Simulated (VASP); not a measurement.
# Pb (Fm-3m) in VASP: a series of runs, part 2 of 2

VASP 6.6.1. Earlier steps stand in the parts before.

### Step 3. Single point, PBE

This run uses another cell than the first one, of 29.11 Å³/atom.

INCAR reads:

```
PREC = Accurate ; ENCUT = 500
EDIFF = 1E-6 ; ISMEAR = -1
SIGMA = 0.01 ; LREAL = False
LASPH = True ; NELM = 120
ALGO = Normal ; ISIF = 2
LWAVE = False ; LCHARG = True
GGA = PE ; LELF = True
LVHAR = True ; NBANDS = 13
GGA_COMPAT = False
```

KPOINTS reads:

```
regular mesh
0
Gamma
  10 10 10
```

POSCAR reads:

```
Pb
1.0
    0.0000000000      2.4415696833      2.4415696833
    2.4415696833      0.0000000000      2.4415696833
    2.4415696833      2.4415696833      0.0000000000
Pb
1
Direct
    0.0000000000      0.0000000000      0.0000000000
```

Potentials or basis: VASP PAW PBE potentials, release 64 (Pb_d).

Run with:

```
$ cat potpaw_PBE.64/Pb_d/POTCAR > POTCAR
$ mpirun -np 1 vasp_std > vasp.out
```

Wall time 32 s (1 thread of AMD EPYC 7R43 (Zen 3), shared host); peak memory 0.1 GiB.

The run converged. Its results:

| Item | Value |
| --- | --- |
| Free energy | -3.5251 eV |
| Pressure | 4.3 GPa |
| Band gap on the k mesh | zero (bands 7 and 8 overlap by 9.42 eV) |

Levels at points of the mesh, in eV from the Fermi level:
```tsv
k point	band 4	band 5	band 6	band 7	band 8	band 9	band 10	band 11
(0.00, 0.00, 0.00)	-17.03	-17.03	-12.11	7.67	7.67	7.67	9.71	11.79
(0.50, 0.00, 0.00)	-16.88	-16.88	-8.24	-4.49	5.74	5.74	9.19	9.77
(0.50, 0.50, 0.00)	-16.84	-16.84	-6.73	-3.51	2.02	2.02	5.43	6.71
```

Caveat: the cell stands under pressure; spin-orbit coupling is left out, which moves the levels of the heavy elements.

### Step 4. Single point, PBE

This run uses another cell than the first one, of 30.32 Å³/atom.

INCAR reads:

```
PREC = Accurate
ENCUT = 500
EDIFF = 1E-6
ISMEAR = -1
SIGMA = 0.01
LREAL = F
LASPH = T
NELM = 120
ALGO = Normal
ISIF = 2
LWAVE = F
LCHARG = T
GGA = PE
LELF = T
LVHAR = T
NBANDS = 13
GGA_COMPAT = F
```

KPOINTS is that of step 3.

POSCAR reads:

```
Pb
1.0
    0.0000000000      2.4750200000      2.4750200000
    2.4750200000      0.0000000000      2.4750200000
    2.4750200000      2.4750200000      0.0000000000
Pb
1
Direct
    0.0000000000      0.0000000000      0.0000000000
```

Potentials or basis: VASP PAW PBE potentials, release 64 (Pb_d).

Run with:

```
$ cat potpaw_PBE.64/Pb_d/POTCAR > POTCAR
$ mpirun -np 1 vasp_std > vasp.out
```

OUTCAR:

```text
PREC = Accurate
   ENCUT = 500
   EDIFF = 1E-6
   ISMEAR = -1
   LREAL = F
   LASPH = T
   NELM = 120
   ISIF = 2
   GGA = PE

 ion  position               nearest neighbor table
   1  0.000  0.000  0.000-

  LATTYP: Found a face centered cubic cell.
 ALAT       =     4.9500400000

  Lattice vectors:

 A1 = (   0.0000000000,   2.4750200000,   2.4750200000)
 A2 = (   2.4750200000,   0.0000000000,   2.4750200000)
 A3 = (   2.4750200000,   2.4750200000,   0.0000000000)

[... 561 lines left out ...]
     13      24.1060      0.00000

 [... further k-points ...]

------------------------ aborting loop because EDIFF is reached ----------------------------------------

  FORCE on cell =-STRESS in cart. coord.  units (eV):
  Direction    XX          YY          ZZ          XY          YZ          ZX
  --------------------------------------------------------------------------------------
  -------------------------------------------------------------------------------------
  Total        0.3823683      0.3823683      0.3823683      0.0000000      0.0000000      0.0000000
  in kB       20.2034855     20.2034855     20.2034855      0.0000000      0.0000000      0.0000000
  external PRESSURE =      20.2034855 kB  Pullay stress =       0.0000000 kB

 VOLUME and BASIS-vectors are now :
 -----------------------------------------------------------------------------
  energy-cutoff  :      500.00
  volume of cell :       30.32
      direct lattice vectors                 reciprocal lattice vectors
     0.000000000  2.475020000  2.475020000    -0.202018570  0.202018570  0.202018570
     2.475020000  0.000000000  2.475020000     0.202018570 -0.202018570  0.202018570
     2.475020000  2.475020000  0.000000000     0.202018570  0.202018570 -0.202018570

 POSITION                                       TOTAL-FORCE (eV/Angst)
 -----------------------------------------------------------------------------------
      0.00000      0.00000      0.00000        -0.000000     -0.000000     -0.000000
 -----------------------------------------------------------------------------------
    total drift:                               -0.000000     -0.000000     -0.000000

  FREE ENERGIE OF THE ION-ELECTRON SYSTEM (eV)
  ---------------------------------------------------
  free  energy   TOTEN  =        -3.5494881952 eV

  energy  without entropy=       -3.5488147547  energy(sigma->0) =       -3.54915147
```

It took 25 s on 1 thread of AMD EPYC 7R43 (Zen 3), shared host; peak memory 0.12 GiB.

What came out:

```yaml
Free_energy: -3.5495 eV
Pressure: 2.0 GPa
Band_gap_on_the_k_mesh: zero (bands 7 and 8 overlap by 9.02 eV)
```

Caveat: spin-orbit coupling is left out, which moves the levels of the heavy elements.

### Step 5. Single point, PBE

This run uses another cell than the first one, of 31.54 Å³/atom.

INCAR reads:

```
SYSTEM = Pb
PREC = Accurate
ENCUT = 500
EDIFF = 1E-6
ISMEAR = -1
SIGMA = 0.01
LREAL = .False.
LASPH = .True.
NELM = 120
ALGO = Normal
ISIF = 2
LWAVE = .False.
LCHARG = .False.
GGA = PE
NBANDS = 13
GGA_COMPAT = .False.
```

KPOINTS reads:

```
Automatic mesh
0
Gamma
  10 10 10
  0 0 0
```

POSCAR reads:

```
Pb
1.0
    0.0000000000      2.5075897876      2.5075897876
    2.5075897876      0.0000000000      2.5075897876
    2.5075897876      2.5075897876      0.0000000000
Pb
1
Direct
    0.0000000000      0.0000000000      0.0000000000
```

Run with:

```
$ cat potpaw_PBE.64/Pb_d/POTCAR > POTCAR
$ mpirun -np 1 vasp_std > vasp.out
```

Wall time 25 s (1 thread of AMD EPYC 7R43 (Zen 3), shared host); peak memory 0.12 GiB.

It converged, with:

| Quantity | Value |
| --- | --- |
| Free energy | -3.5587 eV |
| Pressure | 0.5 GPa |
| Band gap on the k mesh | zero (bands 7 and 8 overlap by 8.63 eV) |

Levels at points of the mesh, in eV from the Fermi level:
| k point | band 5 | band 6 | band 7 | band 8 | band 9 | band 10 |
| --- | --- | --- | --- | --- | --- | --- |
| (0.00, 0.00, 0.00) | -16.98 | -11.55 | 7.05 | 7.05 | 7.05 | 9.68 |
| (0.50, 0.00, 0.00) | -16.86 | -8.15 | -4.07 | 5.31 | 5.31 | 9.06 |
| (0.50, 0.50, 0.00) | -16.83 | -6.84 | -3.18 | 1.95 | 1.95 | 5.21 |

Caveat: spin-orbit coupling is left out, which moves the levels of the heavy elements.

### Step 6. Single point, PBE

This run uses another cell than the first one, of 32.75 Å³/atom.

INCAR reads:

```
PREC = Accurate ; ENCUT = 500
EDIFF = 1E-6 ; ISMEAR = -1
SIGMA = 0.01 ; LREAL = False
LASPH = True ; NELM = 120
ALGO = Normal ; ISIF = 2
LWAVE = False ; LCHARG = False
GGA = PE ; NBANDS = 13
GGA_COMPAT = False
```

KPOINTS reads:

```
Automatic mesh
0
Gamma
  10 10 10
```

POSCAR reads:

```
Pb
1.0
    0.0000000000      2.5393348005      2.5393348005
    2.5393348005      0.0000000000      2.5393348005
    2.5393348005      2.5393348005      0.0000000000
Pb
1
Direct
    0.0000000000      0.0000000000      0.0000000000
```

Potentials or basis: VASP PAW PBE potentials, release 64 (Pb_d).

Run with:

```
$ cat potpaw_PBE.64/Pb_d/POTCAR > POTCAR
$ mpirun -np 1 vasp_std > vasp.out
```

Wall time 22 s (1 thread of AMD EPYC 7R43 (Zen 3), shared host); peak memory 0.12 GiB.

Results (log left out):

* Free energy: -3.5576 eV
* Pressure: -0.9 GPa
* Band gap on the k mesh: zero (bands 7 and 8 overlap by 8.27 eV)

Levels at points of the mesh, in eV from the Fermi level:
```csv
k point,band 5,band 6,band 7,band 8,band 9,band 10
"(0.00, 0.00, 0.00)",-16.93,-11.27,6.81,6.81,6.81,9.69
"(0.50, 0.00, 0.00)",-16.83,-8.08,-3.85,5.15,5.15,8.79
"(0.50, 0.50, 0.00)",-16.80,-6.85,-2.99,1.95,1.95,5.15
```

Caveat: spin-orbit coupling is left out, which moves the levels of the heavy elements.

### Step 7. Overview

```tsv
cell	gap on the mesh (eV)	pressure (GPa)
a = 3.404 Å, angles 60.0°, 1 atom	none	7.3
a = 3.453 Å, angles 60.0°, 1 atom	none	4.3
a = 3.500 Å, angles 60.0°, 1 atom	none	2.0
a = 3.546 Å, angles 60.0°, 1 atom	none	0.5
a = 3.591 Å, angles 60.0°, 1 atom	none	-0.9
```

Alike in all rows: task single point; level PBE; potentials or basis VASP PAW PBE potentials, release 64 (Pb_d); no spin polarisation; k mesh 10 × 10 × 10; cutoff (eV) 500; smearing fermi-dirac 0.01 eV.

Caveats: spin-orbit coupling is left out, which moves the levels of the heavy elements; the cell stands under pressure (at least some runs).

Absolute energies hang on the potentials; compare differences alone.
